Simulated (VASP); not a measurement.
A run of VASP 6.6.1:

File POSCAR:

```
GaSb
1.0
    0.0000000000      3.0658788000      3.0658788000
    3.0658788000      0.0000000000      3.0658788000
    3.0658788000      3.0658788000      0.0000000000
Ga Sb
1 1
Direct
    0.0000000000      0.0000000000      0.0000000000
    0.2500000000      0.2500000000      0.2500000000
```

INCAR.step1

```
PREC = Accurate
ENCUT = 550
ISMEAR = -1
SIGMA = 0.02
LREAL = F
LASPH = T
NELM = 120
NBANDS = 21
GGA = PE
ALGO = Normal
EDIFF = 1E-5
LWAVE = T
LCHARG = F
GGA_COMPAT = F
```

The input INCAR.step2:

```
PREC = Accurate
ENCUT = 550
EDIFF = 1E-6
ISMEAR = -1
SIGMA = 0.02
LREAL = F
LASPH = T
NELM = 120
ALGO = Normal
ISIF = 2
LWAVE = F
LCHARG = T
METAGGA = R2SCAN
LMIXTAU = T
LELF = T
LVHAR = T
NBANDS = 21
ISTART = 1
GGA_COMPAT = F
```

KPOINTS

```
regular mesh
0
Gamma
  6 6 6
```

Potentials or basis: VASP PAW PBE potentials, release 64 (Ga_d, Sb_d_GW).

The run is started by

```sh
$ cat potpaw_PBE.64/Ga_d/POTCAR potpaw_PBE.64/Sb_d_GW/POTCAR > POTCAR
$ cp INCAR.step1 INCAR
$ mpirun -np 1 vasp_std > vasp.out
$ cp INCAR.step2 INCAR
$ mpirun -np 1 vasp_std > vasp.out
```

Hardware: 1 thread of Intel(R) Xeon(R) 6975P-C (Granite Rapids) (shared host).

How long does it take, and how much memory?

Wall time 120 s on 1 thread of Intel(R) Xeon(R) 6975P-C (Granite Rapids), on a shared host, peak memory 0.23 GiB. Counts: k points 16.
